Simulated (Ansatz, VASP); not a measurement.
# Cd in VASP and in Ansatz

```
Cd
1.0
     2.72722    0.00000    0.00000
    -1.36361    2.36184    0.00000
     0.00000    0.00000    4.41357
Cd
2
Direct
  0.33333 0.66667 0.25000
  0.66667 0.33333 0.75000
```

Alike in both runs: task relaxation of cell and atoms; functional PBE; k mesh 12 × 12 × 4; occupations gaussian, width 0.1 eV; no spin polarisation.

|  | VASP | Ansatz |
| --- | --- | --- |
| version | VASP 6.6.1 | Ansatz 0.2.0 |
| potentials or method | VASP PAW PBE potentials, release 64 (Cd_sv_GW), cutoff 630 eV | scalar-relativistic, plane waves, PAW |
| valence electrons in the cell | 40 | 40 |

|  | VASP | Ansatz | Ansatz less VASP |
| --- | --- | --- | --- |
| gap on the k mesh at the Fermi level, each at its own relaxed structure (eV) | none | none | - |
| relaxed volume (Å³/atom) | 21.26 | 22.83 | +1.575 |
| relaxed length of the cell vector where the two differ most in proportion (Å) | 5.334 | 5.772 | +0.4376 |

A gap of «none» marks a metal or a gap that the smearing closes. One of these differences is far larger than is usual between the two programs; its cause wasn't traced.

Noted on VASP's run: the volume moved by over 15 % at a fixed basis, so the end points are rough.
